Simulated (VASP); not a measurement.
# Si3C4 (P1) in VASP: single point with HSE06

Aim: the single point of Si3C4 with HSE06.

All numbers are computed with VASP 6.6.1; they aren't measurements. Logs are shortened: lines on timing, memory, paths and dates and some standing lists are left out, and cuts for length are marked.

**1. The cell of the first run**

The typed cell holds 7 atoms: a = 4.369 Å, b = 4.369 Å, c = 4.369 Å, α = 90.00°, β = 90.00°, γ = 90.00°.

**2. Single point, HSE06**

Input file POSCAR:

```
Si3C4
1.0
    4.3687200000      0.0000000000      0.0000000000
    0.0000000000      4.3687200000      0.0000000000
    0.0000000000      0.0000000000      4.3687200000
Si C
3 4
Direct
    0.0005500000      0.4980600000      0.5031700000
    0.4985700000      0.0025100000      0.4970300000
    0.4999600000      0.4994800000     -0.0005900000
    0.2478200000      0.2476600000      0.2494300000
    0.2511000000      0.7484100000      0.7483800000
    0.7516900000      0.2472600000      0.7466300000
    0.7472100000      0.7500400000      0.2490000000
```

Input file INCAR.step1:

```
PREC     = Accurate       # precision mode
ENCUT    = 520            # plane-wave cutoff, eV
EDIFF    = 1E-5           # SCF threshold, eV
ISMEAR   = 0              # smearing method
SIGMA    = 0.01           # smearing width, eV
LREAL    = F              # projectors in reciprocal space
LASPH    = T              # aspherical terms in the spheres
NELM     = 120            # most SCF steps
ALGO     = Normal         # electronic algorithm
ISIF     = 2              # what is computed and relaxed
LWAVE    = T              # write WAVECAR
LCHARG   = F              # write CHGCAR
GGA      = PE             # functional
NBANDS   = 23             # bands
GGA_COMPAT= F
```

Input file INCAR.step2:

```
PREC     = Accurate       # precision mode
ENCUT    = 520            # plane-wave cutoff, eV
EDIFF    = 1E-6           # SCF threshold, eV
ISMEAR   = 0              # smearing method
SIGMA    = 0.01           # smearing width, eV
LREAL    = F              # projectors in reciprocal space
LASPH    = T              # aspherical terms in the spheres
NELM     = 120            # most SCF steps
ALGO     = Normal         # electronic algorithm
ISIF     = 2              # what is computed and relaxed
LWAVE    = F              # write WAVECAR
LCHARG   = F              # write CHGCAR
GGA      = PE             # functional
LHFCALC  = T              # exact exchange
HFSCREEN = 0.2079         # screening, 1/A
PRECFOCK = Normal       
ISTART   = 1            
NBANDS   = 23             # bands
GGA_COMPAT= F
```

Input file KPOINTS:

```
regular mesh
0
Gamma
  1 1 1
```

Potentials or basis: VASP PAW PBE potentials, release 64 (Si, C).

Command:

```console
> cat potpaw_PBE.64/Si/POTCAR potpaw_PBE.64/C/POTCAR > POTCAR
> cp INCAR.step1 INCAR
> mpirun -np 1 vasp_gam > vasp.out
> cp INCAR.step2 INCAR
> mpirun -np 1 vasp_gam > vasp.out
```

OUTCAR:

```text
PREC = Accurate
   ENCUT = 520
   EDIFF = 1E-6
   ISMEAR = 0
   LREAL = F
   LASPH = T
   NELM = 120
   ISIF = 2
   GGA = PE
   LHFCALC = T
   HFSCREEN = 0.2079
   PRECFOCK = Normal
   ISTART = 1

 ion  position               nearest neighbor table
   1  0.001  0.498  0.503-   6 1.87   5 1.88   4 1.90   7 1.92   2 3.07   3 3.08   3 3.08   2 3.08
                             2 3.10   3 3.10   3 3.10   2 3.11
   2  0.499  0.003  0.497-   4 1.88   6 1.89   7 1.89   5 1.90   1 3.07   3 3.07   1 3.08   3 3.09
                             3 3.09   1 3.10   3 3.11   1 3.11
   3  0.500  0.499  0.999-   7 1.89   5 1.89   4 1.90   6 1.91   2 3.07   1 3.08   1 3.08   2 3.09
                             2 3.09   1 3.10   1 3.10   2 3.11
   4  0.248  0.248  0.249-   2 1.88   1 1.90   3 1.90
   5  0.251  0.748  0.748-   1 1.88   3 1.89   2 1.90
   6  0.752  0.247  0.747-   1 1.87   2 1.89   3 1.91
   7  0.747  0.750  0.249-   3 1.89   2 1.89   1 1.92

  LATTYP: Found a simple cubic cell.
 ALAT       =     4.3687200000

  Lattice vectors:

 A1 = (   4.3687200000,   0.0000000000,   0.0000000000)
 A2 = (   0.0000000000,   4.3687200000,   0.0000000000)
 A3 = (   0.0000000000,   0.0000000000,   4.3687200000)

Analysis of symmetry for initial positions (statically):
=====================================================================
 Subroutine PRICEL returns:
 Original cell was already a primitive cell.

 Routine SETGRP: Setting up the symmetry group for a
 simple cubic supercell.

 Subroutine GETGRP returns: Found  1 space group operations
 (whereof  1 operations were pure point group operations)
 out of a pool of 48 trial point group operations.

The static configuration has the point symmetry C_1 .

Analysis of symmetry for dynamics (positions and initial velocities):
=====================================================================
 Subroutine PRICEL returns:
 Original cell was already a primitive cell.

 Routine SETGRP: Setting up the symmetry group for a
 simple cubic supercell.

 Subroutine GETGRP returns: Found  1 space group operations
 (whereof  1 operations were pure point group operations)
 out of a pool of 48 trial point group operations.

The dynamic configuration has the point symmetry C_1 .

 Subroutine INISYM returns: Found  1 space group operations
 (whereof  1 operations are pure point group operations),
 and found     1 'primitive' translations

----------------------------------------------------------------------------------------

                                     Primitive cell

  volume of cell :      83.3801

  direct lattice vectors                    reciprocal lattice vectors
     4.368720000  0.000000000  0.000000000     0.228899998  0.000000000  0.000000000
     0.000000000  4.368720000  0.000000000     0.000000000  0.228899998  0.000000000
     0.000000000  0.000000000  4.368720000     0.000000000  0.000000000  0.228899998

  length of vectors
     4.368720000  4.368720000  4.368720000     0.228899998  0.228899998  0.228899998

  position of ions in fractional coordinates (direct lattice)
     0.000550000  0.498060000  0.503170000
     0.498570000  0.002510000  0.497030000
     0.499960000  0.499480000  0.999410000
     0.247820000  0.247660000  0.249430000
     0.251100000  0.748410000  0.748380000
     0.751690000  0.247260000  0.746630000
     0.747210000  0.750040000  0.249000000

  ion indices of the primitive-cell ions
   primitive index   ion index
                 1           1
                 2           2
                 3           3
                 4           4
                 5           5
                 6           6
                 7           7

----------------------------------------------------------------------------------------

 KPOINTS: regular mesh

Automatic generation of k-mesh.
 Grid dimensions read from file:
 generate k-points for:    1    1    1

 Generating k-lattice:

  Cartesian coordinates                     Fractional coordinates (reciprocal lattice)
     0.228899998  0.000000000  0.000000000     1.000000000  0.000000000  0.000000000
     0.000000000  0.228899998  0.000000000     0.000000000  1.000000000  0.000000000
     0.000000000  0.000000000  0.228899998     0.000000000  0.000000000  1.000000000

  Length of vectors
     0.228899998  0.228899998  0.228899998

  Shift w.r.t. Gamma in fractional coordinates (k-lattice)
     0.000000000  0.000000000  0.000000000

 Subroutine IBZKPT returns following result:
 ===========================================

 Found      1 irreducible k-points:

 Following reciprocal coordinates:
            Coordinates               Weight
  0.000000  0.000000  0.000000      1.000000
   k-points           NKPTS =      1   k-points in BZ     NKDIM =      1   number of bands    NBANDS=     23
   number of dos      NEDOS =    301   number of ions     NIONS =      7
   total plane-waves  NPLWV =  32768
   dimension x,y,z NGX =    32 NGY =   32 NGZ =   32
   dimension x,y,z NGXF=    64 NGYF=   64 NGZF=   64
   ions per type =               3   4
   NGX,Y,Z   is equivalent  to a cutoff of  12.18, 12.18, 12.18 a.u.
   NGXF,Y,Z  is equivalent  to a cutoff of  24.35, 24.35, 24.35 a.u.
 SYSTEM =  unknown system
   PREC   = accura    normal or accurate (medium, high low for compatibility)
   ISTART =      1    job   : 0-new  1-cont  2-samecut
   ICHARG =      0    charge: 1-file 2-atom 10-const
   ISPIN  =      1    spin polarized calculation?
   LNONCOLLINEAR =      F non collinear calculations
   LSORBIT =      F    spin-orbit coupling
   LASPH  =      T    aspherical Exc in radial PAW
   ENCUT  =  520.0 eV  38.22 Ry    6.18 a.u.   8.12  8.12  8.12*2*pi/ulx,y,z
   NELM   =    120;   NELMIN=  2; NELMDL=  0     # of ELM steps
   EDIFF  = 0.1E-05   stopping-criterion for ELM
   LREAL  =      F    real-space projection
   EDIFFG = 0.1E-04   stopping-criterion for IOM
   NSW    =      0    number of steps for IOM
   IBRION =     -1    ionic relax: 0-MD 1-quasi-New 2-CG
   NFREE  =      0    steps in history (QN), initial steepest desc. (CG)
   ISIF   =      2    stress and relaxation
   ISYM   =      3    0-nonsym 1-usesym 2-fastsym
   POTIM  = 0.5000    time-step for ionic-motion
   TEBEG  =    0.0;   TEEND  =   0.0 temperature during run
   PSTRESS=    0.0 pullay stress
   NELECT =      28.0000    total number of electrons
   NUPDOWN=      -1.0000    fix difference up-down
   EMIN   =  10.00;   EMAX   =-10.00  energy-range for DOS
   EFERMI =   0.00;   METHOD = LEGACY
   ISMEAR =     0;   SIGMA  =   0.01  broadening in eV -4-tet -1-fermi 0-gaus
   EFERMI_NEDOS =   21; number of points for ismear=-14 and -15
   IALGO  =     38    algorithm
   IMIX   =      1    mixing-type and parameters
     AMIX     =   0.40;   BMIX     =  1.00
     AMIX_MAG =   1.60;   BMIX_MAG =  1.00
  volume/ion in A,a.u.               =      11.91        80.38
  Fermi-wavevector in a.u.,A,eV,Ry     =   1.137907  2.150332 17.617252  1.294832
  Thomas-Fermi vector in A             =   2.274611
   LORBIT       =      0    0 simple, 1 ext, 2 COOP (PROOUT), +10 PAW based schemes
   GGA     = PE    functional components
   LHFCALC =     T    Hartree Fock is set to
   PRECFOCK=normal    Normal, Fast or Accurate (Low or Medium for compatibility)
   ENCUT4O =  -1.0   cutoff for four orbital integrals eV
   NKREDX  =     1    reduce k-point grid by
   NKREDY  =     1    reduce k-point grid by
   NKREDZ  =     1    reduce k-point grid by
   AEXX    =    0.2500 exact exchange contribution
   HFSCREEN=    0.2079 screening length (either q_TF or 0.3 A-1)
   HFSCREENC=   0.2079 screening length for correlation (either q_TF or 0.3 A-1)
   ENCUTFOCK=  -1.0 apply spherical cutoff to Coloumb kernel
   IVDW    =     0    specifies the selected vdW correction
   LEPSILON=     F    determine dielectric tensor
   LRPA    =     F    only Hartree local field effects (RPA)
 non-spin polarized calculation
 Gauss-broadening in eV      SIGMA  =   0.01
  energy-cutoff  :      520.00
  volume of cell :       83.38
 maximum number of plane-waves:      1103
  NGX = 28; NGY = 28; NGZ = 28

 number of electron      28.0000004 magnetization

 Free energy of the ion-electron system (eV)
  ---------------------------------------------------
  ext. energy  EPLUGINS =         0.00000000
  ---------------------------------------------------
  free energy    TOTEN  =       -50.23757861 eV

  energy without entropy =      -50.23757861  energy(sigma->0) =      -50.23757861

 E-fermi :   6.4639     XC(G=0):  -8.6151

 val. band max:        6.3712380292   @ k =   0.0000   0.0000   0.0000
 cond. band min:       7.6243463964   @ k =   0.0000   0.0000   0.0000
 fundamental gap:      1.2531083672
 Fermi energy:         6.4639170235

 k-point     1 :       0.0000    0.0000    0.0000
  band No.  band energies     occupation
      1     -10.8101      2.00000
      2      -5.7653      2.00000
      3      -5.6848      2.00000
      4      -5.6672      2.00000
      5      -3.1845      2.00000
      6      -3.1635      2.00000
[... 15 lines left out ...]
     22      12.7294      0.00000
     23      15.1301      0.00000

------------------------ aborting loop because EDIFF is reached ----------------------------------------

  FORCE on cell =-STRESS in cart. coord.  units (eV):
  Direction    XX          YY          ZZ          XY          YZ          ZX
  --------------------------------------------------------------------------------------
  -------------------------------------------------------------------------------------
  Total       -3.6860236     -3.7679617      3.7638081      0.1299134      0.3337682      1.1269772
  in kB      -70.8281768    -72.4026437     72.3228327      2.4963288      6.4134684     21.6552430
  external PRESSURE =     -23.6359959 kB  Pullay stress =       0.0000000 kB

 VOLUME and BASIS-vectors are now :
 -----------------------------------------------------------------------------
  energy-cutoff  :      520.00
  volume of cell :       83.38
      direct lattice vectors                 reciprocal lattice vectors
     4.368720000  0.000000000  0.000000000     0.228899998  0.000000000  0.000000000
     0.000000000  4.368720000  0.000000000     0.000000000  0.228899998  0.000000000
     0.000000000  0.000000000  4.368720000     0.000000000  0.000000000  0.228899998

 POSITION                                       TOTAL-FORCE (eV/Angst)
 -----------------------------------------------------------------------------------
      0.00240      2.17588      2.19821        -0.034927      0.040478     -0.408792
      2.17811      0.01097      2.17138         0.052785     -0.007519      0.154136
      2.18419      2.18209      4.36614        -0.021917     -0.088929     -0.090322
      1.08266      1.08196      1.08969         2.264106      2.401006      3.392076
      1.09699      3.26959      3.26946         2.261195     -2.279940     -3.351951
      3.28392      1.08021      3.26182        -2.418762      2.392268     -3.188077
      3.26435      3.27671      1.08781        -2.102480     -2.457364      3.492930
 -----------------------------------------------------------------------------------
    total drift:                                0.000060      0.000969      0.000247

  FREE ENERGIE OF THE ION-ELECTRON SYSTEM (eV)
  ---------------------------------------------------
  free  energy   TOTEN  =       -50.2375786148 eV

  energy  without entropy=      -50.2375786148  energy(sigma->0) =      -50.23757861
```

Run time: 82 s. Hardware: 1 thread of Intel Xeon 8259CL, shared host; peak memory 0.27 GiB.

What came out:

- Free energy: -50.2376 eV
- Pressure: -2.4 GPa
- Largest force: 4.760 eV/Å
- Band gap on the k mesh: 1.25 eV

Forces on the atoms (eV/Å):
```
Si  -0.035  0.040 -0.409
Si   0.053 -0.008  0.154
Si  -0.022 -0.089 -0.090
C    2.264  2.401  3.392
C    2.261 -2.280 -3.352
C   -2.419  2.392 -3.188
C   -2.102 -2.457  3.493
```

Stress tensor (GPa, compression positive):
```
-7.08  0.25  2.17
 0.25 -7.24  0.64
 2.17  0.64  7.23
```

Caveat: the k points lie up to 1.44 Å⁻¹ apart; the PAW data sets were made with another functional, which shifts forces and pressure a little. A k mesh can miss the band edges.
